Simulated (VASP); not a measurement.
# Ga (R-3m) in VASP: further runs, part 2 of 3

VASP 6.6.1.

## (3) Electric field gradients, r2SCAN (shortest bond scaled by 0.82)

File POSCAR:

```
Ga
1.0
    0.0000000000      2.8744485395      2.8744485395
    2.8744485395      0.0000000000      2.8744485395
    2.8744485395      2.8744485395      0.0000000000
Ga
2
Direct
   -0.1925000000     -0.1025000000     -0.1025000000
    0.1925000000      0.1025000000      0.1025000000
```

File INCAR.step1:

```
SYSTEM = Ga
PREC = Accurate
ENCUT = 520
ISMEAR = -1
SIGMA = 0.05
LREAL = .False.
LASPH = .True.
NELM = 80
NBANDS = 20
GGA = PE
ALGO = Normal
EDIFF = 1E-4
LWAVE = .True.
LCHARG = .False.
```

File INCAR.step2:

```
SYSTEM = Ga
PREC = Accurate
ENCUT = 520
EDIFF = 1E-8
ISMEAR = -1
SIGMA = 0.05
LREAL = .False.
LASPH = .True.
NELM = 80
ALGO = Normal
ISIF = 2
LWAVE = .False.
LCHARG = .False.
METAGGA = R2SCAN
LMIXTAU = .True.
LEFG = .True.
NBANDS = 20
ISTART = 1
```

File KPOINTS:

```
Automatic mesh
0
Gamma
  9 9 9
  0 0 0
```

Potentials or basis: VASP PAW PBE potentials, release 64 (Ga_d).

On the command line:

```bash
$ cat potpaw_PBE.64/Ga_d/POTCAR > POTCAR
$ cp INCAR.step1 INCAR
$ mpirun -np 1 vasp_std > vasp.out
$ cp INCAR.step2 INCAR
$ mpirun -np 1 vasp_std > vasp.out
```

OUTCAR:

```text
SYSTEM = Ga
   PREC = Accurate
   ENCUT = 520
   EDIFF = 1E-8
   ISMEAR = -1
   LREAL = .False.
   LASPH = .True.
   NELM = 80
   ISIF = 2
   METAGGA = R2SCAN
   ISTART = 1

 ion  position               nearest neighbor table
   1  0.807  0.898  0.898-   2 2.04   2 2.67   2 2.67   2 2.67
   2  0.193  0.102  0.102-   1 2.04   1 2.67   1 2.67   1 2.67

  LATTYP: Found a face centered cubic cell.
 ALAT       =     5.7488970790

  Lattice vectors:

 A1 = (   0.0000000000,   2.8744485395,   2.8744485395)
 A2 = (   2.8744485395,   0.0000000000,   2.8744485395)
 A3 = (   2.8744485395,   2.8744485395,   0.0000000000)

Analysis of symmetry for initial positions (statically):
=====================================================================
 Subroutine PRICEL returns:
 Original cell was already a primitive cell.

 Routine SETGRP: Setting up the symmetry group for a
 face centered cubic supercell.

 Subroutine GETGRP returns: Found 12 space group operations
 (whereof  4 operations were pure point group operations)
 out of a pool of 48 trial point group operations.

The static configuration has the point symmetry C_2h.
 The point group associated with its full space group is D_3d.

Analysis of symmetry for dynamics (positions and initial velocities):
=====================================================================
 Subroutine PRICEL returns:
 Original cell was already a primitive cell.

 Routine SETGRP: Setting up the symmetry group for a
 face centered cubic supercell.

 Subroutine GETGRP returns: Found 12 space group operations
 (whereof  4 operations were pure point group operations)
 out of a pool of 48 trial point group operations.

[... 157 lines left out ...]
      1     -13.1645      2.00000
      2     -12.7192      2.00000
      3     -12.7192      2.00000
      4     -12.4892      2.00000
      5     -12.4891      2.00000
      6     -12.2414      2.00000
[... 541 lines left out ...]
     19      13.6564      0.00000
     20      13.9719      0.00000

 [... further k-points ...]

------------------------ aborting loop because EDIFF is reached ----------------------------------------

  FORCE on cell =-STRESS in cart. coord.  units (eV):
  Direction    XX          YY          ZZ          XY          YZ          ZX
  --------------------------------------------------------------------------------------
  -------------------------------------------------------------------------------------
  Total        2.4015331      2.4015331      2.4015331     -4.2544369      4.2544369     -4.2544369
  in kB       81.0038304     81.0038304     81.0038304   -143.5023663    143.5023663   -143.5023663
  external PRESSURE =      81.0038304 kB  Pullay stress =       0.0000000 kB

 VOLUME and BASIS-vectors are now :
 -----------------------------------------------------------------------------
  energy-cutoff  :      520.00
  volume of cell :       47.50
      direct lattice vectors                 reciprocal lattice vectors
     0.000000000  2.874448539  2.874448539    -0.173946409  0.173946409  0.173946409
     2.874448539  0.000000000  2.874448539     0.173946409 -0.173946409  0.173946409
     2.874448539  2.874448539  0.000000000     0.173946409  0.173946409 -0.173946409

 POSITION                                       TOTAL-FORCE (eV/Angst)
 -----------------------------------------------------------------------------------
      5.15964      4.90093      4.90093        -3.468827      3.468827      3.468827
      0.58926      0.84796      0.84796         3.468827     -3.468827     -3.468827
 -----------------------------------------------------------------------------------
    total drift:                                0.000000      0.000000      0.000000

  FREE ENERGIE OF THE ION-ELECTRON SYSTEM (eV)
  ---------------------------------------------------
  free  energy   TOTEN  =       -21.2973408833 eV

  energy  without entropy=      -21.2826950909  energy(sigma->0) =      -21.29001799

 Electric field gradients (V/A^2)
---------------------------------------------------------------------
 ion       V_xx      V_yy      V_zz      V_xy      V_xz      V_yz
---------------------------------------------------------------------
   1      -0.002     0.001     0.001    63.433    63.433   -63.432
   2      -0.002     0.001     0.001    63.433    63.433   -63.432
---------------------------------------------------------------------

 Electric field gradients after diagonalization (V/A^2)
 (convention: |V_zz| > |V_xx| > |V_yy|)
----------------------------------------------------------------------
 ion       V_xx      V_yy      V_zz     asymmetry (V_yy - V_xx)/ V_zz
----------------------------------------------------------------------
   1      63.433    63.433  -126.866       0.000
   2      63.433    63.433  -126.866       0.000
----------------------------------------------------------------------

           NMR quadrupolar parameters

 Cq : quadrupolar parameter    Cq=e*Q*V_zz/h
 eta: asymmetry parameters     (V_yy - V_xx)/ V_zz
 Q  : nuclear electric quadrupole moment in mb (millibarn)
----------------------------------------------------------------------
 ion       Cq(MHz)       eta       Q (mb)
----------------------------------------------------------------------
   1      -0.307       0.000       1.000
   2      -0.307       0.000       1.000
----------------------------------------------------------------------
```

OUTCAR.step1:

```text
SYSTEM = Ga
   PREC = Accurate
   ENCUT = 520
   ISMEAR = -1
   LREAL = .False.
   LASPH = .True.
[... 774 lines left out ...]
      5.15964      4.90093      4.90093        -3.481386      3.481386      3.481386
      0.58926      0.84796      0.84796         3.481386     -3.481386     -3.481386
 -----------------------------------------------------------------------------------
    total drift:                                0.000000      0.000000      0.000000

  FREE ENERGIE OF THE ION-ELECTRON SYSTEM (eV)
  ---------------------------------------------------
  free  energy   TOTEN  =        -4.2559728158 eV

  energy  without entropy=       -4.2405582032  energy(sigma->0) =       -4.24826551
```

Run time: 6.4 min. Hardware: 1 thread of AMD EPYC 7R13 (Zen 3), shared host; peak memory 0.17 GiB.

Results:

| Property | Result |
| --- | --- |
| Free energy | -21.2973 eV |
| Pressure | 8.1 GPa |
| Largest force | 6.008 eV/Å |
| Band gap on the k mesh | zero (band 13 reaches 7.02 eV, above the bottom of band 14 at 1.69 eV) |

Forces in eV/Å, atoms in the order of the input:
```
Ga  -3.469  3.469  3.469
Ga   3.469 -3.469 -3.469
```

Levels at points of the mesh, in eV from the Fermi level:
```tsv
k point	band 10	band 11	band 12	band 13	band 14	band 15	band 16	band 17
(0.00, 0.00, 0.00)	-14.85	-10.17	1.45	4.14	4.14	4.19	4.20	4.48
```

Electric field gradients, principal values (V/Å²):
| atom | least | middle | greatest (by size) |
| --- | --- | --- | --- |
| 1 Ga | 63.433 | 63.433 | -126.866 |
| 2 Ga | 63.433 | 63.433 | -126.866 |

Caveat: the cell differs from its parent crystal (shortest bond scaled by 0.82); without QUAD_EFG the Cq values of the log hold for a quadrupole moment of 1 mb, not for the nuclei; the PAW data sets were made with another functional, which shifts forces and pressure a little.

## (4) Electric field gradients, r2SCAN (shortest bond scaled by 0.7)

File POSCAR:

```
Ga
1.0
    0.0000000000      2.8744485395      2.8744485395
    2.8744485395      0.0000000000      2.8744485395
    2.8744485395      2.8744485395      0.0000000000
Ga
2
Direct
   -0.2375000000     -0.0875000000     -0.0875000000
    0.2375000000      0.0875000000      0.0875000000
```

File INCAR.step1:

```
ALGO = Normal
EDIFF = 1E-4
ENCUT = 520
GGA = PE
ISMEAR = -1
LASPH = True
LCHARG = False
LREAL = False
LWAVE = True
NBANDS = 20
NELM = 80
PREC = Accurate
SIGMA = 0.05
```

File INCAR.step2:

```
ALGO = Normal
EDIFF = 1E-8
ENCUT = 520
ISIF = 2
ISMEAR = -1
ISTART = 1
LASPH = True
LCHARG = False
LEFG = True
LMIXTAU = True
LREAL = False
LWAVE = False
METAGGA = R2SCAN
NBANDS = 20
NELM = 80
PREC = Accurate
SIGMA = 0.05
```

File KPOINTS:

```
k-points
0
Gamma
  9 9 9
```

Potentials or basis: VASP PAW PBE potentials, release 64 (Ga_d).

On the command line:

```bash
$ cat potpaw_PBE.64/Ga_d/POTCAR > POTCAR
$ cp INCAR.step1 INCAR
$ mpirun -np 1 vasp_std > vasp.out
$ cp INCAR.step2 INCAR
$ mpirun -np 1 vasp_std > vasp.out
```

OUTCAR:

```text
EDIFF = 1E-8
   ENCUT = 520
   ISIF = 2
   ISMEAR = -1
   ISTART = 1
   LASPH = True
   LREAL = False
   METAGGA = R2SCAN
   NELM = 80
   PREC = Accurate

 ion  position               nearest neighbor table
   1  0.763  0.913  0.913-   2 1.74   2 2.83   2 2.83   2 2.83
   2  0.237  0.087  0.087-   1 1.74   1 2.83   1 2.83   1 2.83

  LATTYP: Found a face centered cubic cell.
 ALAT       =     5.7488970790

  Lattice vectors:

 A1 = (   0.0000000000,   2.8744485395,   2.8744485395)
 A2 = (   2.8744485395,   0.0000000000,   2.8744485395)
 A3 = (   2.8744485395,   2.8744485395,   0.0000000000)

Analysis of symmetry for initial positions (statically):
=====================================================================
 Subroutine PRICEL returns:
 Original cell was already a primitive cell.

 Routine SETGRP: Setting up the symmetry group for a
 face centered cubic supercell.

 Subroutine GETGRP returns: Found 12 space group operations
 (whereof  4 operations were pure point group operations)
 out of a pool of 48 trial point group operations.

The static configuration has the point symmetry C_2h.
 The point group associated with its full space group is D_3d.

Analysis of symmetry for dynamics (positions and initial velocities):
=====================================================================
 Subroutine PRICEL returns:
 Original cell was already a primitive cell.

 Routine SETGRP: Setting up the symmetry group for a
 face centered cubic supercell.

 Subroutine GETGRP returns: Found 12 space group operations
 (whereof  4 operations were pure point group operations)
 out of a pool of 48 trial point group operations.

[... 148 lines left out ...]
 E-fermi :   2.9460     XC(G=0): -10.3714

 val. band max:        2.9432714154   @ k =   0.4444   0.4444   0.0000
 cond. band min:       2.9668969072   @ k =   0.0000   0.4444   0.1111
 fundamental gap:      0.0236254918
 Fermi energy:         2.9460100887

 k-point     1 :       0.0000    0.0000    0.0000
  band No.  band energies     occupation
      1     -14.8271      2.00000
      2     -13.9232      2.00000
      3     -13.9231      2.00000
      4     -13.0058      2.00000
      5     -13.0057      2.00000
      6     -12.6709      2.00000
[... 541 lines left out ...]
     19      13.4753      0.00000
     20      14.0938      0.00000

 [... further k-points ...]
[... 5 lines left out ...]
  --------------------------------------------------------------------------------------
  -------------------------------------------------------------------------------------
  Total        9.5368197      9.5368197      9.5368197    -11.8426769     11.8426769    -11.8426769
  in kB      321.6773956    321.6773956    321.6773956   -399.4540736    399.4540736   -399.4540736
  external PRESSURE =     321.6773956 kB  Pullay stress =       0.0000000 kB

 VOLUME and BASIS-vectors are now :
 -----------------------------------------------------------------------------
  energy-cutoff  :      520.00
  volume of cell :       47.50
      direct lattice vectors                 reciprocal lattice vectors
     0.000000000  2.874448539  2.874448539    -0.173946409  0.173946409  0.173946409
     2.874448539  0.000000000  2.874448539     0.173946409 -0.173946409  0.173946409
     2.874448539  2.874448539  0.000000000     0.173946409  0.173946409 -0.173946409

 POSITION                                       TOTAL-FORCE (eV/Angst)
 -----------------------------------------------------------------------------------
      5.24587      4.81470      4.81470       -12.149754     12.149754     12.149754
      0.50303      0.93420      0.93420        12.149754    -12.149754    -12.149754
 -----------------------------------------------------------------------------------
    total drift:                               -0.000000     -0.000000      0.000000

  FREE ENERGIE OF THE ION-ELECTRON SYSTEM (eV)
  ---------------------------------------------------
  free  energy   TOTEN  =       -17.6051301508 eV

  energy  without entropy=      -17.5930385552  energy(sigma->0) =      -17.59908435

 Electric field gradients (V/A^2)
---------------------------------------------------------------------
 ion       V_xx      V_yy      V_zz      V_xy      V_xz      V_yz
---------------------------------------------------------------------
   1       0.000    -0.000    -0.000    85.983    85.983   -85.980
   2       0.000    -0.000    -0.000    85.983    85.983   -85.980
---------------------------------------------------------------------

 Electric field gradients after diagonalization (V/A^2)
 (convention: |V_zz| > |V_xx| > |V_yy|)
----------------------------------------------------------------------
 ion       V_xx      V_yy      V_zz     asymmetry (V_yy - V_xx)/ V_zz
----------------------------------------------------------------------
   1      85.984    85.980  -171.963       0.000
   2      85.984    85.980  -171.963       0.000
----------------------------------------------------------------------

           NMR quadrupolar parameters

 Cq : quadrupolar parameter    Cq=e*Q*V_zz/h
 eta: asymmetry parameters     (V_yy - V_xx)/ V_zz
 Q  : nuclear electric quadrupole moment in mb (millibarn)
----------------------------------------------------------------------
 ion       Cq(MHz)       eta       Q (mb)
----------------------------------------------------------------------
   1      -0.416       0.000       1.000
   2      -0.416       0.000       1.000
----------------------------------------------------------------------
```

OSZICAR.step1:

```text
N       E                     dE             d eps       ncg     rms          rms(c)
DAV:   1     0.149541904934E+03    0.14954E+03   -0.13388E+04  3428   0.228E+03
DAV:   2     0.137051986468E+02   -0.13584E+03   -0.13260E+03  3492   0.400E+02
DAV:   3    -0.364424277013E+00   -0.14070E+02   -0.13985E+02  3876   0.108E+02
DAV:   4    -0.642693569568E+00   -0.27827E+00   -0.27813E+00  3840   0.159E+01
DAV:   5    -0.648132572988E+00   -0.54390E-02   -0.54388E-02  3848   0.218E+00    0.272E+00
DAV:   6    -0.593092484676E+00    0.55040E-01   -0.87941E-02  4404   0.318E+00    0.150E+00
DAV:   7    -0.561332176900E+00    0.31760E-01   -0.12528E-01  4348   0.270E+00    0.192E-01
DAV:   8    -0.560828217212E+00    0.50396E-03   -0.14836E-02  3588   0.104E+00    0.119E-01
DAV:   9    -0.560857149144E+00   -0.28932E-04   -0.98694E-04  4044   0.307E-01
   1 F= -.56085715E+00 E0= -.55429839E+00  d E =-.131175E-01
```

It took 7.8 min on 1 thread of AMD EPYC 7R13 (Zen 3), shared host; peak memory 0.17 GiB.

What came out:

```yaml
Free_energy: -17.6051 eV
Pressure: 32.2 GPa
Largest_force: 21.044 eV/Å
Band_gap_on_the_k_mesh: zero (band 13 reaches 6.20 eV, above the bottom of band 14 at 1.77 eV)
```

Forces in eV/Å, atoms in the order of the input:
```
Ga  -12.150  12.150  12.150
Ga   12.150 -12.150 -12.150
```

Stress tensor (GPa, compression positive):
```
 32.17 -39.95 -39.95
-39.95  32.17  39.95
-39.95  39.95  32.17
```

Electric field gradients, principal values (V/Å²):
```csv
atom,least,middle,greatest (by size)
1 Ga,85.980,85.984,-171.963
2 Ga,85.980,85.984,-171.963
```

Caveat: the cell differs from its parent crystal (shortest bond scaled by 0.7); without QUAD_EFG the Cq values of the log hold for a quadrupole moment of 1 mb, not for the nuclei; the PAW data sets were made with another functional, which shifts forces and pressure a little.

[end of part 2 of 3]
